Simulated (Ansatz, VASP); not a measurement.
# KMo2 in VASP and in Ansatz

```
K Mo
1.0
     5.11552    0.00000    0.00000
    -2.55776    4.43017    0.00000
     0.00000    0.00000    2.62102
K Mo
1 2
Direct
  0.00000 0.00000 0.00000
  0.33333 0.66667 0.50000
  0.66667 0.33333 0.50000
```

Alike in both runs: functional PBE; k mesh 12 × 12 × 14; occupations gaussian, width 0.1 eV; no spin polarisation.

Ansatz relaxed the structure, and its values are those at the end. VASP's run is a single point on that final structure, the one shown.

|  | VASP | Ansatz |
| --- | --- | --- |
| version | VASP 6.6.1 | Ansatz 0.2.0 |
| potentials or method | VASP PAW PBE potentials, release 64 (K_sv, Mo_sv), cutoff 520 eV | scalar-relativistic, plane waves, PAW |
| valence electrons in the cell | 37 | 37 |

|  | VASP | Ansatz | Ansatz less VASP |
| --- | --- | --- | --- |
| gap on the k mesh at the Fermi level (eV) | none | none | - |
| pressure (GPa) | 0.4 | 0.0 | -0.43 |

A gap of «none» marks a metal or a gap that the smearing closes. With one functional, cell and mesh, what is left measures potentials, basis and numerics.
